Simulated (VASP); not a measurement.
# Ge (P6_3/mmc) in VASP: a series of runs

The runs below take Ge through single point, relaxation of cell and atoms, with RPBE.

Everything below comes from runs of VASP 6.6.1. Logs are shortened: lines on timing, memory, paths and dates and some standing lists are left out, and cuts for length are marked.

## (1) The cell of the first run

The structure is hexagonal, space group P6_3/mmc (No. 194). The conventional cell has a = 2.960 Å, b = 2.960 Å, c = 9.707 Å, α = 90.00°, β = 90.00°, γ = 120.00°. Within 3.9 Å of Ge (site symmetry -3m) lie 12 Ge at 2.96 to 2.97 Å. Within 3.9 Å of Ge (site symmetry -6m2) lie 12 Ge at 2.96 to 2.97 Å.

This isn't the form of Ge at room conditions, which is diamond.

## (2) Single point, RPBE (18.42 Å³/atom)

File INCAR:

```
PREC = Accurate
ENCUT = 520
EDIFF = 1E-7
ISMEAR = -1
SIGMA = 0.1
LREAL = False
LASPH = True
NELM = 60
ALGO = Normal
ISIF = 2
LWAVE = False
LCHARG = False
GGA = RP
NBANDS = 36
```

File KPOINTS:

```
Automatic mesh
0
Gamma
  13 13 4
```

File POSCAR:

```
Ge
1.0
    2.9603088847      0.0000000000      0.0000000000
   -1.4801544423      2.5637026972      0.0000000000
    0.0000000000      0.0000000000      9.7068900383
Ge
4
Direct
    0.0000000000      1.0000000000      1.0000000000
    0.0000000000      1.0000000000      0.5000000000
    0.3333333333      0.6666666667      0.2500000000
    0.6666666667      0.3333333333      0.7500000000
```

Potentials or basis: VASP PAW PBE potentials, release 64 (Ge_d).

Run with:

```console
$ cat potpaw_PBE.64/Ge_d/POTCAR > POTCAR
$ mpirun -np 1 vasp_std > vasp.out
```

OUTCAR:

```text
PREC = Accurate
   ENCUT = 520
   EDIFF = 1E-7
   ISMEAR = -1
   LREAL = False
   LASPH = True
   NELM = 60
   ISIF = 2
   GGA = RP

 ion  position               nearest neighbor table
   1  0.000  0.000  0.000-
   2  0.000  0.000  0.500-
   3  0.333  0.667  0.250-
   4  0.667  0.333  0.750-

  LATTYP: Found a hexagonal cell.
 ALAT       =     2.9603088847
 C/A-ratio  =     3.2790125681

  Lattice vectors:

 A1 = (   2.9603088847,   0.0000000000,   0.0000000000)
 A2 = (  -1.4801544423,   2.5637026972,   0.0000000000)
 A3 = (   0.0000000000,   0.0000000000,   9.7068900383)

Analysis of symmetry for initial positions (statically):
=====================================================================
 Subroutine PRICEL returns:
 Original cell was already a primitive cell.

 Routine SETGRP: Setting up the symmetry group for a
 hexagonal supercell.

 Subroutine GETGRP returns: Found 24 space group operations
 (whereof 12 operations were pure point group operations)
 out of a pool of 24 trial point group operations.

The static configuration has the point symmetry D_3d.
 The point group associated with its full space group is D_6h.

Analysis of symmetry for dynamics (positions and initial velocities):
=====================================================================
 Subroutine PRICEL returns:
 Original cell was already a primitive cell.

 Routine SETGRP: Setting up the symmetry group for a
 hexagonal supercell.

 Subroutine GETGRP returns: Found 24 space group operations
 (whereof 12 operations were pure point group operations)
 out of a pool of 24 trial point group operations.

The dynamic configuration has the point symmetry D_3d.
 The point group associated with its full space group is D_6h.

 Subroutine INISYM returns: Found 24 space group operations
 (whereof 12 operations are pure point group operations),
 and found     1 'primitive' translations

----------------------------------------------------------------------------------------

                                     Primitive cell

  volume of cell :      73.6690

  direct lattice vectors                    reciprocal lattice vectors
     2.960308885  0.000000000  0.000000000     0.337802587  0.195030415  0.000000000
    -1.480154442  2.563702697  0.000000000     0.000000000  0.390060829  0.000000000
     0.000000000  0.000000000  9.706890038     0.000000000  0.000000000  0.103019607

  length of vectors
     2.960308885  2.960308885  9.706890038     0.390060829  0.390060829  0.103019607

  position of ions in fractional coordinates (direct lattice)
     0.000000000  0.000000000  0.000000000
     0.000000000  0.000000000  0.500000000
     0.333333333  0.666666667  0.250000000
     0.666666667  0.333333333  0.750000000

  ion indices of the primitive-cell ions
   primitive index   ion index
                 1           1
                 2           2
                 3           3
                 4           4

----------------------------------------------------------------------------------------

 KPOINTS: Automatic mesh

Automatic generation of k-mesh.
 Grid dimensions read from file:
 generate k-points for:   13   13    4

 Generating k-lattice:

  Cartesian coordinates                     Fractional coordinates (reciprocal lattice)
     0.025984814  0.015002340  0.000000000     0.076923077 -0.000000000  0.000000000
     0.000000000  0.030004679  0.000000000     0.000000000  0.076923077  0.000000000
     0.000000000  0.000000000  0.025754902     0.000000000  0.000000000  0.250000000

  Length of vectors
     0.030004679  0.030004679  0.025754902

  Shift w.r.t. Gamma in fractional coordinates (k-lattice)
     0.000000000  0.000000000  0.000000000

 Subroutine IBZKPT returns following result:
 ===========================================

 Found     63 irreducible k-points:

 Following reciprocal coordinates:
            Coordinates               Weight
  0.000000  0.000000  0.000000      1.000000
  0.076923  0.000000  0.000000      6.000000
  0.153846 -0.000000  0.000000      6.000000
  0.230769  0.000000  0.000000      6.000000
  0.307692 -0.000000  0.000000      6.000000
  0.384615  0.000000  0.000000      6.000000
[... 16 lines left out ...]
  0.076923  0.000000  0.250000     12.000000
  0.153846 -0.000000  0.250000     12.000000
 [... further k-points ...]
   k-points           NKPTS =     63   k-points in BZ     NKDIM =     63   number of bands    NBANDS=     36
   number of dos      NEDOS =    301   number of ions     NIONS =      4
   total plane-waves  NPLWV =  41472
   dimension x,y,z NGX =    24 NGY =   24 NGZ =   72
   dimension x,y,z NGXF=    48 NGYF=   48 NGZF=  144
   ions per type =               4
   NGX,Y,Z   is equivalent  to a cutoff of  13.48, 13.48, 12.33 a.u.
   NGXF,Y,Z  is equivalent  to a cutoff of  26.96, 26.96, 24.66 a.u.
 SYSTEM =  unknown system
   PREC   = accura    normal or accurate (medium, high low for compatibility)
   ISTART =      0    job   : 0-new  1-cont  2-samecut
   ICHARG =      2    charge: 1-file 2-atom 10-const
   ISPIN  =      1    spin polarized calculation?
   LNONCOLLINEAR =      F non collinear calculations
   LSORBIT =      F    spin-orbit coupling
   LASPH  =      T    aspherical Exc in radial PAW
   ENCUT  =  520.0 eV  38.22 Ry    6.18 a.u.   5.50  5.50 18.05*2*pi/ulx,y,z
   NELM   =     60;   NELMIN=  2; NELMDL= -5     # of ELM steps
   EDIFF  = 0.1E-06   stopping-criterion for ELM
   LREAL  =      F    real-space projection
   EDIFFG = 0.1E-05   stopping-criterion for IOM
   NSW    =      0    number of steps for IOM
   IBRION =     -1    ionic relax: 0-MD 1-quasi-New 2-CG
   NFREE  =      0    steps in history (QN), initial steepest desc. (CG)
   ISIF   =      2    stress and relaxation
   ISYM   =      2    0-nonsym 1-usesym 2-fastsym
   POTIM  = 0.5000    time-step for ionic-motion
   TEBEG  =    0.0;   TEEND  =   0.0 temperature during run
   PSTRESS=    0.0 pullay stress
   NELECT =      56.0000    total number of electrons
   NUPDOWN=      -1.0000    fix difference up-down
   EMIN   =  10.00;   EMAX   =-10.00  energy-range for DOS
   EFERMI =   0.00;   METHOD = LEGACY
   ISMEAR =    -1;   SIGMA  =   0.10  broadening in eV -4-tet -1-fermi 0-gaus
   EFERMI_NEDOS =   21; number of points for ismear=-14 and -15
   IALGO  =     38    algorithm
   IMIX   =      4    mixing-type and parameters
     AMIX     =   0.40;   BMIX     =  1.00
     AMIX_MAG =   1.60;   BMIX_MAG =  1.00
  volume/ion in A,a.u.               =      18.42       124.29
  Fermi-wavevector in a.u.,A,eV,Ry     =   1.494087  2.823415 30.372233  2.232296
  Thomas-Fermi vector in A             =   2.606405
   LORBIT       =      0    0 simple, 1 ext, 2 COOP (PROOUT), +10 PAW based schemes
   GGA     = RP    functional components
   LHFCALC =     F    Hartree Fock is set to
   AEXX    =    0.0000 exact exchange contribution
   IVDW    =     0    specifies the selected vdW correction
   LEPSILON=     F    determine dielectric tensor
   LRPA    =     F    only Hartree local field effects (RPA)
 non-spin polarized calculation
  energy-cutoff  :      520.00
  volume of cell :       73.67
 maximum number of plane-waves:      2034
 NGX is ok and might be reduce to    24
   NGX = 11   NGY = 11   NGZ = 37

 number of electron      55.9999935 magnetization

 Free energy of the ion-electron system (eV)
  ---------------------------------------------------
  ext. energy  EPLUGINS =         0.00000000
  ---------------------------------------------------
  free energy    TOTEN  =       -15.22405094 eV

  energy without entropy =      -15.17313743  energy(sigma->0) =      -15.19859418

 E-fermi :   7.2326     XC(G=0): -11.3176

 val. band max:        7.2226800632   @ k =   0.1538   0.1538   0.2500
 cond. band min:       7.3359179279   @ k =   0.3077   0.3077   0.2500
 fundamental gap:      0.1132378647
 Fermi energy:         7.2325717814

 k-point     1 :       0.0000    0.0000    0.0000
  band No.  band energies     occupation
      1     -17.6401      2.00000
      2     -17.6386      2.00000
      3     -17.6315      2.00000
      4     -17.6315      2.00000
      5     -17.6241      2.00000
      6     -17.6241      2.00000
[... 28 lines left out ...]
     35      16.3524      0.00000
     36      16.4586      0.00000

 k-point     2 :       0.0769    0.0000    0.0000
  band No.  band energies     occupation
      1     -17.6395      2.00000
      2     -17.6376      2.00000
      3     -17.6313      2.00000
      4     -17.6277      2.00000
      5     -17.6263      2.00000
      6     -17.6254      2.00000
[... 28 lines left out ...]
     35      16.2848      0.00000
     36      16.4841      0.00000

 k-point     3 :       0.1538   -0.0000    0.0000
  band No.  band energies     occupation
      1     -17.6462      2.00000
      2     -17.6408      2.00000
      3     -17.6306      2.00000
      4     -17.6277      2.00000
      5     -17.6214      2.00000
      6     -17.6158      2.00000
[... 28 lines left out ...]
     35      15.6327      0.00000
     36      16.3002      0.00000

 k-point     4 :       0.2308    0.0000    0.0000
  band No.  band energies     occupation
      1     -17.6581      2.00000
      2     -17.6475      2.00000
      3     -17.6387      2.00000
      4     -17.6259      2.00000
      5     -17.6214      2.00000
      6     -17.6141      2.00000
[... 28 lines left out ...]
     35      14.3375      0.00000
     36      15.7152      0.00000

 k-point     5 :       0.3077   -0.0000    0.0000
  band No.  band energies     occupation
      1     -17.6704      2.00000
      2     -17.6543      2.00000
      3     -17.6484      2.00000
      4     -17.6315      2.00000
      5     -17.6286      2.00000
      6     -17.6173      2.00000
[... 655 lines left out ...]
 k-point    22 :       0.0000    0.0000    0.2500
  band No.  band energies     occupation
      1     -17.6399      2.00000
      2     -17.6388      2.00000
      3     -17.6306      2.00000
      4     -17.6306      2.00000
      5     -17.6255      2.00000
      6     -17.6255      2.00000
[... 28 lines left out ...]
     35      16.2401      0.00000
     36      16.2402      0.00000

 k-point    23 :       0.0769    0.0000    0.2500
  band No.  band energies     occupation
      1     -17.6394      2.00000
      2     -17.6382      2.00000
      3     -17.6308      2.00000
      4     -17.6282      2.00000
      5     -17.6255      2.00000
      6     -17.6233      2.00000
[... 28 lines left out ...]
     35      15.5498      0.00000
     36      16.3325      0.00000

 k-point    24 :       0.1538   -0.0000    0.2500
  band No.  band energies     occupation
      1     -17.6459      2.00000
      2     -17.6422      2.00000
      3     -17.6304      2.00000
      4     -17.6254      2.00000
      5     -17.6225      2.00000
      6     -17.6153      2.00000
[... 28 lines left out ...]
     35      15.1473      0.00000
     36      16.0404      0.00000

 [... further k-points ...]
[... 5 lines left out ...]
  --------------------------------------------------------------------------------------
  -------------------------------------------------------------------------------------
  Total        2.4045286      2.4045286      3.1703415      0.0000000     -0.0000000      0.0000000
  in kB       52.2944668     52.2944668     68.9496117      0.0000000     -0.0000000      0.0000000
  external PRESSURE =      57.8461818 kB  Pullay stress =       0.0000000 kB

 VOLUME and BASIS-vectors are now :
 -----------------------------------------------------------------------------
  energy-cutoff  :      520.00
  volume of cell :       73.67
      direct lattice vectors                 reciprocal lattice vectors
     2.960308885  0.000000000  0.000000000     0.337802587  0.195030415  0.000000000
    -1.480154442  2.563702697  0.000000000     0.000000000  0.390060829  0.000000000
     0.000000000  0.000000000  9.706890038     0.000000000  0.000000000  0.103019607

 POSITION                                       TOTAL-FORCE (eV/Angst)
 -----------------------------------------------------------------------------------
      0.00000      0.00000      0.00000        -0.000000     -0.000000      0.000000
      0.00000      0.00000      4.85345         0.000000     -0.000000      0.000000
     -0.00000      1.70914      2.42672        -0.000000      0.000000     -0.000000
      1.48015      0.85457      7.28017         0.000000     -0.000000      0.000000
 -----------------------------------------------------------------------------------
    total drift:                               -0.000000      0.000000      0.000000

  FREE ENERGIE OF THE ION-ELECTRON SYSTEM (eV)
  ---------------------------------------------------
  free  energy   TOTEN  =       -15.2240509359 eV

  energy  without entropy=      -15.1731374325  energy(sigma->0) =      -15.19859418
```

Wall time 4.3 min (1 thread of Intel Xeon 8259CL, shared host); peak memory 0.26 GiB.

What came out:

* Free energy: -15.2241 eV
* Pressure: 5.8 GPa
* Band gap on the k mesh: zero (bands 28 and 29 overlap by 9.72 eV)

Levels at points of the mesh, in eV from the Fermi level:
```
           k point  band 25  band 26  band 27  band 28  band 29  band 30  band 31  band 32
(0.00, 0.00, 0.00)    -5.77     1.14     1.14     7.06     7.06     7.86     7.86     8.06
(0.00, 0.00, 0.50)    -3.09    -3.09     5.90     5.90     7.31     7.31     7.31     7.31
```

Caveat: the cell stands under pressure; the PAW data sets were made with another functional, which shifts forces and pressure a little.

## (3) Single point, RPBE (19.22 Å³/atom)

This run uses another cell than the first one, of 19.22 Å³/atom.

File INCAR:

```
PREC     = Accurate       # precision mode
ENCUT    = 520            # plane-wave cutoff, eV
EDIFF    = 1E-6           # SCF threshold, eV
ISMEAR   = -1             # smearing method
SIGMA    = 0.1            # smearing width, eV
LREAL    = False          # projectors in reciprocal space
LASPH    = True           # aspherical terms in the spheres
NELM     = 60             # most SCF steps
ALGO     = Normal         # electronic algorithm
ISIF     = 2              # what is computed and relaxed
LWAVE    = False          # write WAVECAR
LCHARG   = True           # write CHGCAR
GGA      = RP             # functional
LELF     = True           # ELF
LVHAR    = True         
NBANDS   = 36             # bands
```

KPOINTS is that of step 2.

File POSCAR:

```
Ge
1.0
    3.0026047260      0.0000000000      0.0000000000
   -1.5013023630      2.6003319702      0.0000000000
    0.0000000000      0.0000000000      9.8455786336
Ge
4
Direct
    0.0000000000      1.0000000000      1.0000000000
    0.0000000000      1.0000000000      0.5000000000
    0.3333333333      0.6666666667      0.2500000000
    0.6666666667      0.3333333333      0.7500000000
```

Potentials or basis: VASP PAW PBE potentials, release 64 (Ge_d).

Run with:

```console
$ cat potpaw_PBE.64/Ge_d/POTCAR > POTCAR
$ mpirun -np 1 vasp_std > vasp.out
```

OUTCAR:

```text
PREC = Accurate
   ENCUT = 520
   EDIFF = 1E-6
   ISMEAR = -1
   LREAL = False
   LASPH = True
   NELM = 60
   ISIF = 2
   GGA = RP

 ion  position               nearest neighbor table
   1  0.000  0.000  0.000-
   2  0.000  0.000  0.500-
   3  0.333  0.667  0.250-
   4  0.667  0.333  0.750-

  LATTYP: Found a hexagonal cell.
 ALAT       =     3.0026047260
 C/A-ratio  =     3.2790125681

  Lattice vectors:

 A1 = (   3.0026047260,   0.0000000000,   0.0000000000)
 A2 = (  -1.5013023630,   2.6003319702,   0.0000000000)
 A3 = (   0.0000000000,   0.0000000000,   9.8455786336)

Analysis of symmetry for initial positions (statically):
=====================================================================
 Subroutine PRICEL returns:
 Original cell was already a primitive cell.

 Routine SETGRP: Setting up the symmetry group for a
 hexagonal supercell.

 Subroutine GETGRP returns: Found 24 space group operations
 (whereof 12 operations were pure point group operations)
[... 162 lines left out ...]
 Free energy of the ion-electron system (eV)
  ---------------------------------------------------
  ext. energy  EPLUGINS =         0.00000000
  ---------------------------------------------------
  free energy    TOTEN  =       -15.30780244 eV

  energy without entropy =      -15.25676503  energy(sigma->0) =      -15.28228373

 E-fermi :   6.7712     XC(G=0): -11.1043

 val. band max:        6.7581243440   @ k =   0.4615  -0.0000   0.2500
 cond. band min:       6.8600938209   @ k =   0.3077  -0.0000   0.2500
 fundamental gap:      0.1019694770
 Fermi energy:         6.7712478118

 k-point     1 :       0.0000    0.0000    0.0000
  band No.  band energies     occupation
      1     -18.0858      2.00000
      2     -18.0848      2.00000
      3     -18.0801      2.00000
      4     -18.0801      2.00000
      5     -18.0739      2.00000
      6     -18.0739      2.00000
[... 925 lines left out ...]
     35      14.3569      0.00000
     36      15.1775      0.00000

 [... further k-points ...]
[... 5 lines left out ...]
  --------------------------------------------------------------------------------------
  -------------------------------------------------------------------------------------
  Total        0.9143168      0.9143168      1.6767209     -0.0000000      0.0000000      0.0000000
  in kB       19.0563213     19.0563213     34.9464572     -0.0000000      0.0000000      0.0000000
  external PRESSURE =      24.3530333 kB  Pullay stress =       0.0000000 kB

 VOLUME and BASIS-vectors are now :
 -----------------------------------------------------------------------------
  energy-cutoff  :      520.00
  volume of cell :       76.87
      direct lattice vectors                 reciprocal lattice vectors
     3.002604726  0.000000000  0.000000000     0.333044170  0.192283141  0.000000000
    -1.501302363  2.600331970  0.000000000     0.000000000  0.384566283  0.000000000
     0.000000000  0.000000000  9.845578634     0.000000000  0.000000000  0.101568434

 POSITION                                       TOTAL-FORCE (eV/Angst)
 -----------------------------------------------------------------------------------
      0.00000      0.00000      0.00000         0.000000     -0.000000     -0.000000
      0.00000      0.00000      4.92279         0.000000     -0.000000     -0.000000
     -0.00000      1.73355      2.46139        -0.000000      0.000000     -0.000000
      1.50130      0.86678      7.38418         0.000000     -0.000000      0.000000
 -----------------------------------------------------------------------------------
    total drift:                               -0.000000      0.000000     -0.000000

  FREE ENERGIE OF THE ION-ELECTRON SYSTEM (eV)
  ---------------------------------------------------
  free  energy   TOTEN  =       -15.3078024392 eV

  energy  without entropy=      -15.2567650250  energy(sigma->0) =      -15.28228373
```

OSZICAR:

```text
N       E                     dE             d eps       ncg     rms          rms(c)
DAV:   1     0.471679392530E+03    0.47168E+03   -0.27441E+04  5328   0.447E+03
DAV:   2     0.637947610465E+02   -0.40788E+03   -0.39821E+03  4536   0.802E+02
DAV:   3    -0.111657155518E+02   -0.74960E+02   -0.73632E+02  4964   0.198E+02
DAV:   4    -0.152770099325E+02   -0.41113E+01   -0.40722E+01  5336   0.518E+01
DAV:   5    -0.153606170163E+02   -0.83607E-01   -0.83560E-01  4904   0.841E+00    0.246E+00
DAV:   6    -0.153252179807E+02    0.35399E-01   -0.51839E-02  5784   0.264E+00    0.133E+00
DAV:   7    -0.153082444560E+02    0.16974E-01   -0.28748E-02  5848   0.268E+00    0.130E-01
DAV:   8    -0.153077426221E+02    0.50183E-03   -0.35433E-03  5216   0.280E+00    0.593E-02
DAV:   9    -0.153077970424E+02   -0.54420E-04   -0.13204E-03  5612   0.549E-01    0.282E-02
DAV:  10    -0.153077995647E+02   -0.25224E-05   -0.11173E-04  7444   0.270E-01    0.122E-02
DAV:  11    -0.153077975484E+02    0.20163E-05   -0.31396E-05  6272   0.310E-01    0.323E-03
DAV:  12    -0.153078024029E+02   -0.48545E-05   -0.43657E-05  5112   0.117E-01    0.177E-03
DAV:  13    -0.153078024392E+02   -0.36334E-07   -0.34182E-06  3836   0.382E-02
   1 F= -.15307802E+02 E0= -.15282284E+02  d E =-.510374E-01
```

It took 4.4 min on 1 thread of Intel Xeon 8259CL, shared host; peak memory 0.27 GiB.

What came out:

- Free energy: -15.3078 eV
- Pressure: 2.4 GPa
- Band gap on the k mesh: zero (bands 28 and 29 overlap by 9.27 eV)

Caveat: the PAW data sets were made with another functional, which shifts forces and pressure a little.

[end of part 1 of 2]

The gap in the log of VASP goes by the Fermi energy; the results here count the filled bands.